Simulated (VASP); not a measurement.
# Y (Fd-3m) in VASP: relaxation of cell and atoms with PBEsol

Aim: the relaxation of cell and atoms of Y with PBEsol.

Program: VASP 6.6.1. These are calculated values, not measurements. Logs are shortened: lines on timing, memory, paths and dates and some standing lists are left out, and cuts for length are marked.

### Step 1. The cell of the first run

Symmetry: Fd-3m, No. 227, cubic system. The conventional cell has a = 6.795 Å, b = 6.795 Å, c = 6.795 Å, α = 90.00°, β = 90.00°, γ = 90.00°. Within 3.9 Å of Y (site symmetry -43m) lie 4 Y at 2.94 Å.

This isn't the form of Y at room conditions, which is hcp.

### Step 2. Relaxation of cell and atoms, PBEsol

Contents of INCAR:

```
SYSTEM = Y
PREC = Accurate ; ENCUT = 600
EDIFF = 1E-6 ; ISMEAR = -1
SIGMA = 0.08 ; LREAL = .FALSE.
LASPH = .TRUE. ; NELM = 80
ALGO = Normal ; ISIF = 3
LWAVE = .FALSE. ; LCHARG = .FALSE.
GGA = PS ; IBRION = 2
NSW = 60 ; EDIFFG = -0.005
```

Contents of KPOINTS:

```
regular mesh
0
G
  10 10 10
  0 0 0
```

Contents of POSCAR:

```
Y
1.0
    0.0000000000      3.3972873403      3.3972873403
    3.3972873403      0.0000000000      3.3972873403
    3.3972873403      3.3972873403      0.0000000000
Y
2
Direct
   -0.1250000000     -0.1250000000     -0.1250000000
    0.1250000000      0.1250000000      0.1250000000
```

Potentials or basis: VASP PAW PBE potentials, release 64 (Y_sv).

Launch:

```
$ cat potpaw_PBE.64/Y_sv/POTCAR > POTCAR
$ mpirun -np 1 vasp_std > vasp.out
```

OUTCAR:

```text
SYSTEM = Y
   PREC = Accurate
   ENCUT = 600
   EDIFF = 1E-6
   ISMEAR = -1
   LREAL = .FALSE.
   LASPH = .TRUE.
   NELM = 80
   ISIF = 3
   GGA = PS
   IBRION = 2
   NSW = 60
   EDIFFG = -0.005

 ion  position               nearest neighbor table
   1  0.875  0.875  0.875-   2 2.94   2 2.94   2 2.94   2 2.94
   2  0.125  0.125  0.125-   1 2.94   1 2.94   1 2.94   1 2.94

  LATTYP: Found a face centered cubic cell.
 ALAT       =     6.7945746806

  Lattice vectors:

 A1 = (   0.0000000000,   3.3972873403,   3.3972873403)
 A2 = (   3.3972873403,   0.0000000000,   3.3972873403)
 A3 = (   3.3972873403,   3.3972873403,   0.0000000000)

Analysis of symmetry for initial positions (statically):
=====================================================================
 Subroutine PRICEL returns:
 Original cell was already a primitive cell.

 Routine SETGRP: Setting up the symmetry group for a
 face centered cubic supercell.

 Subroutine GETGRP returns: Found 48 space group operations
 (whereof 12 operations were pure point group operations)
 out of a pool of 48 trial point group operations.

The static configuration has the point symmetry D_3d.
 The point group associated with its full space group is O_h .

Analysis of symmetry for dynamics (positions and initial velocities):
=====================================================================
 Subroutine PRICEL returns:
 Original cell was already a primitive cell.

 Routine SETGRP: Setting up the symmetry group for a
 face centered cubic supercell.

 Subroutine GETGRP returns: Found 48 space group operations
 (whereof 12 operations were pure point group operations)
 out of a pool of 48 trial point group operations.

The dynamic configuration has the point symmetry D_3d.
 The point group associated with its full space group is O_h .

 Subroutine INISYM returns: Found 48 space group operations
 (whereof 12 operations are pure point group operations),
 and found     1 'primitive' translations

----------------------------------------------------------------------------------------

                                     Primitive cell

  volume of cell :      78.4200

  direct lattice vectors                    reciprocal lattice vectors
     0.000000000  3.397287340  3.397287340    -0.147176247  0.147176247  0.147176247
     3.397287340  0.000000000  3.397287340     0.147176247 -0.147176247  0.147176247
     3.397287340  3.397287340  0.000000000     0.147176247  0.147176247 -0.147176247

  length of vectors
     4.804489832  4.804489832  4.804489832     0.254916737  0.254916737  0.254916737

  position of ions in fractional coordinates (direct lattice)
     0.875000000  0.875000000  0.875000000
     0.125000000  0.125000000  0.125000000

  ion indices of the primitive-cell ions
   primitive index   ion index
                 1           1
                 2           2

----------------------------------------------------------------------------------------

 KPOINTS: regular mesh

Automatic generation of k-mesh.
 Grid dimensions read from file:
 generate k-points for:   10   10   10

 Generating k-lattice:

  Cartesian coordinates                     Fractional coordinates (reciprocal lattice)
    -0.014717625  0.014717625  0.014717625     0.100000000  0.000000000  0.000000000
     0.014717625 -0.014717625  0.014717625     0.000000000  0.100000000  0.000000000
     0.014717625  0.014717625 -0.014717625     0.000000000  0.000000000  0.100000000

  Length of vectors
     0.025491674  0.025491674  0.025491674

  Shift w.r.t. Gamma in fractional coordinates (k-lattice)
     0.000000000  0.000000000  0.000000000

 Subroutine IBZKPT returns following result:
 ===========================================

 Found     47 irreducible k-points:

 Following reciprocal coordinates:
            Coordinates               Weight
  0.000000  0.000000  0.000000      1.000000
  0.100000  0.000000  0.000000      8.000000
  0.200000  0.000000  0.000000      8.000000
  0.300000  0.000000  0.000000      8.000000
  0.400000  0.000000  0.000000      8.000000
  0.500000  0.000000  0.000000      4.000000
[... 16 lines left out ...]
  0.300000  0.300000  0.000000      6.000000
  0.400000  0.300000  0.000000     24.000000
 [... further k-points ...]
   k-points           NKPTS =     47   k-points in BZ     NKDIM =     47   number of bands    NBANDS=     15
   number of dos      NEDOS =    301   number of ions     NIONS =      2
   total plane-waves  NPLWV =  64000
   dimension x,y,z NGX =    40 NGY =   40 NGZ =   40
   dimension x,y,z NGXF=    80 NGYF=   80 NGZF=   80
   ions per type =               2
   NGX,Y,Z   is equivalent  to a cutoff of  13.84, 13.84, 13.84 a.u.
   NGXF,Y,Z  is equivalent  to a cutoff of  27.68, 27.68, 27.68 a.u.
 SYSTEM =  Y
   PREC   = accura    normal or accurate (medium, high low for compatibility)
   ISTART =      0    job   : 0-new  1-cont  2-samecut
   ICHARG =      2    charge: 1-file 2-atom 10-const
   ISPIN  =      1    spin polarized calculation?
   LNONCOLLINEAR =      F non collinear calculations
   LSORBIT =      F    spin-orbit coupling
   LASPH  =      T    aspherical Exc in radial PAW
   ENCUT  =  600.0 eV  44.10 Ry    6.64 a.u.   9.60  9.60  9.60*2*pi/ulx,y,z
   NELM   =     80;   NELMIN=  2; NELMDL= -5     # of ELM steps
   EDIFF  = 0.1E-05   stopping-criterion for ELM
   LREAL  =      F    real-space projection
   EDIFFG = -.5E-02   stopping-criterion for IOM
   NSW    =     60    number of steps for IOM
   IBRION =      2    ionic relax: 0-MD 1-quasi-New 2-CG
   NFREE  =      1    steps in history (QN), initial steepest desc. (CG)
   ISIF   =      3    stress and relaxation
   ISYM   =      2    0-nonsym 1-usesym 2-fastsym
   POTIM  = 0.5000    time-step for ionic-motion
   TEBEG  =    0.0;   TEEND  =   0.0 temperature during run
   PSTRESS=    0.0 pullay stress
   NELECT =      22.0000    total number of electrons
   NUPDOWN=      -1.0000    fix difference up-down
   EMIN   =  10.00;   EMAX   =-10.00  energy-range for DOS
   EFERMI =   0.00;   METHOD = LEGACY
   ISMEAR =    -1;   SIGMA  =   0.08  broadening in eV -4-tet -1-fermi 0-gaus
   EFERMI_NEDOS =   21; number of points for ismear=-14 and -15
   IALGO  =     38    algorithm
   IMIX   =      4    mixing-type and parameters
     AMIX     =   0.40;   BMIX     =  1.00
     AMIX_MAG =   1.60;   BMIX_MAG =  1.00
  volume/ion in A,a.u.               =      39.21       264.60
  Fermi-wavevector in a.u.,A,eV,Ry     =   1.071701  2.025220 15.626863  1.148542
  Thomas-Fermi vector in A             =   2.207449
   LORBIT       =      0    0 simple, 1 ext, 2 COOP (PROOUT), +10 PAW based schemes
   GGA     = PS    functional components
   LHFCALC =     F    Hartree Fock is set to
   AEXX    =    0.0000 exact exchange contribution
   IVDW    =     0    specifies the selected vdW correction
   LEPSILON=     F    determine dielectric tensor
   LRPA    =     F    only Hartree local field effects (RPA)
 conjugate gradient relaxation of ions
 non-spin polarized calculation
  energy-cutoff  :      600.00
  volume of cell :       78.42
 maximum number of plane-waves:      2685
 NGX is ok and might be reduce to    40
   NGX = 19   NGY = 19   NGZ = 19

--------------------------------------- Ionic step        1  -------------------------------------------

 number of electron      22.0000001 magnetization

 Free energy of the ion-electron system (eV)
  ---------------------------------------------------
  ext. energy  EPLUGINS =         0.00000000
  ---------------------------------------------------
  free energy    TOTEN  =        -9.66887113 eV

  energy without entropy =       -9.58726661  energy(sigma->0) =       -9.62806887

------------------------ aborting loop because EDIFF is reached ----------------------------------------

  FORCE on cell =-STRESS in cart. coord.  units (eV):
  Direction    XX          YY          ZZ          XY          YZ          ZX
  --------------------------------------------------------------------------------------
  -------------------------------------------------------------------------------------
  Total        0.1064602      0.1064602      0.1064602      0.0000000      0.0000000      0.0000000
  in kB        2.1750596      2.1750596      2.1750596      0.0000000      0.0000000      0.0000000
  external PRESSURE =       2.1750596 kB  Pullay stress =       0.0000000 kB
[... 57 lines left out ...]
  energy  without entropy=       -9.5875799934  energy(sigma->0) =       -9.62853332

--------------------------------------- Ionic step        3  -------------------------------------------

 number of electron      22.0000000 magnetization

 Free energy of the ion-electron system (eV)
  ---------------------------------------------------
  ext. energy  EPLUGINS =         0.00000000
  ---------------------------------------------------
  free energy    TOTEN  =        -9.66965714 eV

  energy without entropy =       -9.58725308  energy(sigma->0) =       -9.62845511

 E-fermi :   1.5817     XC(G=0):  -8.6065

 val. band max:        1.5799177017   @ k =   0.4000   0.3000   0.1000
 cond. band min:       1.5975591894   @ k =   0.2000   0.1000   0.0000
 fundamental gap:      0.0176414876
 Fermi energy:         1.5816912491

 k-point     1 :       0.0000    0.0000    0.0000
  band No.  band energies     occupation
      1     -41.5360      2.00000
      2     -41.1526      2.00000
      3     -21.7986      2.00000
      4     -21.7986      2.00000
      5     -21.7986      2.00000
      6     -21.0415      2.00000
      7     -21.0415      2.00000
      8     -21.0415      2.00000
      9      -2.1437      2.00000
     10       1.4827      1.55011
     11       1.4827      1.55011
     12       2.1186      0.00243
     13       2.1186      0.00243
     14       2.1186      0.00243
     15       3.7889      0.00000
[... 397 lines left out ...]
 k-point    24 :       0.4000    0.3000    0.0000
  band No.  band energies     occupation
      1     -41.4310      2.00000
      2     -41.2611      2.00000
      3     -21.9498      2.00000
      4     -21.9423      2.00000
      5     -21.6038      2.00000
      6     -21.2543      2.00000
      7     -20.8859      2.00000
      8     -20.8799      2.00000
      9      -0.1862      2.00000
     10       0.4746      2.00000
     11       1.3945      1.82417
     12       2.2023      0.00085
     13       2.3168      0.00020
     14       2.5330      0.00001
     15       2.7985      0.00000

 [... further k-points ...]
[... 5 lines left out ...]
  --------------------------------------------------------------------------------------
  -------------------------------------------------------------------------------------
  Total       -0.0050709     -0.0050709     -0.0050709      0.0000000     -0.0000000     -0.0000000
  in kB       -0.1018972     -0.1018972     -0.1018972      0.0000000     -0.0000000     -0.0000000
  external PRESSURE =      -0.1018972 kB  Pullay stress =       0.0000000 kB
[... 17 lines left out ...]
  FREE ENERGIE OF THE ION-ELECTRON SYSTEM (eV)
  ---------------------------------------------------
  free  energy   TOTEN  =        -9.6696571367 eV

  energy  without entropy=       -9.5872530803  energy(sigma->0) =       -9.62845511

 reached required accuracy - stopping structural energy minimisation
```

Wall time 2.4 min (1 thread of Intel Xeon Platinum 8259CL at 2.50GHz (Skylake/Cascade Lake), shared host); peak memory 0.29 GiB.

What came out:

| Property | Result |
| --- | --- |
| Free energy | -9.6697 eV |
| Relaxed volume | 39.87 Å³/atom |
| Relaxed cell | a = 4.831 Å, b = 4.831 Å, c = 4.831 Å, α = 60.00°, β = 60.00°, γ = 60.00° |
| Space group after relaxing (to 0.1 Å) | Fd-3m (No. 227) |
| Energy gained by relaxing | 0.4 meV/atom |
| Ionic steps | 3 |
| Pressure after relaxing | 0.0 GPa |
| Band gap on the k mesh | zero (bands 11 and 12 overlap by 0.63 eV) |

The path:
```csv
step,energy change (eV),largest force (eV/Å),pressure (GPa),volume (Å³)
1,0.0000,0.0000,0.22,78.42
2,-0.0006,0.0000,0.12,79.03
3,-0.0008,0.0000,-0.01,79.73
```

Final structure:
```
CELL_PARAMETERS angstrom
0.00000 3.41612 3.41612
3.41612 0.00000 3.41612
3.41612 3.41612 0.00000
ATOMIC_POSITIONS crystal
Y 0.87500 0.87500 0.87500
Y 0.12500 0.12500 0.12500
```

Levels at points of the mesh, in eV from the Fermi level:
```csv
k point,band 8,band 9,band 10,band 11,band 12,band 13,band 14,band 15
"(0.00, 0.00, 0.00)",-22.62,-3.73,-0.10,-0.10,0.54,0.54,0.54,2.21
"(0.50, 0.00, 0.00)",-22.53,-1.64,-0.69,-0.09,-0.09,0.53,0.53,0.76
"(0.50, 0.50, 0.00)",-22.43,-1.10,-1.10,0.10,0.10,0.63,0.63,2.13
```

Caveat: the PAW data sets were made with another functional, which shifts forces and pressure a little.
